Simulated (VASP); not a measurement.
Input of a VASP 6.6.1 run:

File INCAR:

```
SYSTEM = Ba
PREC = Accurate
ENCUT = 520
EDIFF = 1E-6
ISMEAR = 0
SIGMA = 0.1
LREAL = .FALSE.
LASPH = .TRUE.
NELM = 60
ALGO = Normal
ISIF = 2
LWAVE = .FALSE.
LCHARG = .FALSE.
GGA = PE
NBANDS = 11
```

Contents of KPOINTS:

```
regular mesh
0
G
  14 14 14
  0 0 0
```

File POSCAR:

```
Ba
1.0
    3.9446312776      0.0000000000      0.0000000000
    0.0000000000      3.9446312776      0.0000000000
    0.0000000000      0.0000000000      3.9446312776
Ba
1
Direct
    0.0000000000      0.0000000000      0.0000000000
```

Potentials or basis: VASP PAW PBE potentials, release 64 (Ba_sv).

Run with:

```bash
$ cat potpaw_PBE.64/Ba_sv/POTCAR > POTCAR
$ mpirun -np 1 vasp_std > vasp.out
```

Problem. Predict the pressure.

Solution. 0.1 GPa.

Problem. Predict the band gap on the k mesh.

Solution. Zero (bands 5 and 6 overlap by 0.09 eV).

Caveat: spin-orbit coupling is left out, which moves the levels of the heavy elements.
